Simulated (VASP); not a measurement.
## Al12Pt: single point with LDA

Al12Pt, a slab with vacuum:

```
CELL_PARAMETERS angstrom
5.63437 0.00000 0.00000
-2.81719 4.87951 0.00000
0.00000 0.00000 20.03203
ATOMIC_POSITIONS crystal
Al 0.33333 0.16667 0.19968
Al 0.33333 0.66667 0.19968
Al 0.83333 0.16667 0.19968
Al 0.83333 0.66667 0.19968
Al 0.16667 0.33333 0.31281
Al 0.16667 0.83333 0.31281
Al 0.66667 0.33333 0.31281
Al 0.66667 0.83333 0.31281
Al 0.00000 0.00000 0.42592
Al 0.00000 0.50000 0.42592
Al 0.50000 0.00000 0.42592
Al 0.50000 0.50000 0.42592
Pt 0.25000 0.16667 0.51467
```

```
Program                : VASP 6.6.1
Task                   : single point
Functional             : LDA
Potentials or basis    : VASP PAW LDA potentials, release 64 (Al, Pt)
Cutoff                 : 520 eV
k mesh                 : 6 × 6 × 1
Occupations            : gaussian, width 0.1 eV
Spin                   : no spin polarisation
Dipole correction      : yes
Further INCAR settings : ALGO = Normal; EDIFF = 1e-06; NBANDS = 35
```

```yaml
Largest_force: 2.346 eV/Å
Band_gap_on_the_k_mesh: zero (bands 23 and 24 overlap by 0.83 eV)
```

Forces in eV/Å, atoms in the order of the input:
```
Al   0.059  0.003  0.044
Al  -0.018  0.011 -0.092
Al  -0.046  0.020 -0.092
Al   0.005 -0.033 -0.115
Al  -0.055  0.039  0.118
Al   0.012 -0.050  0.096
Al   0.037  0.015  0.073
Al  -0.015  0.001 -0.075
Al  -1.389 -1.166 -1.487
Al   0.038 -0.050  0.076
Al  -0.251  0.049  0.779
Al  -0.023  0.171  0.611
Pt   1.647  0.992  0.064
```

Levels at points of the mesh, in eV from the Fermi level:
| k point | band 21 | band 22 | band 23 | band 24 | band 25 | band 26 |
| --- | --- | --- | --- | --- | --- | --- |
| (0.00, 0.00, 0.00) | -2.00 | -0.92 | -0.18 | -0.04 | 0.02 | 0.17 |
| (0.50, 0.00, 0.00) | -0.48 | -0.18 | -0.18 | 0.46 | 1.01 | 1.20 |
| (0.00, 0.50, 0.00) | -0.48 | -0.17 | -0.15 | 0.45 | 1.05 | 1.14 |
| (0.50, 0.50, 0.00) | -0.49 | -0.17 | -0.12 | 0.46 | 1.08 | 1.11 |

Wall time 8.3 min on 1 thread of AMD EPYC 9R45 96-Core Processor (Zen 5), with other jobs on the host, peak memory 0.57 GiB.

Caveat: spin-orbit coupling is left out, which moves the levels of the heavy elements.
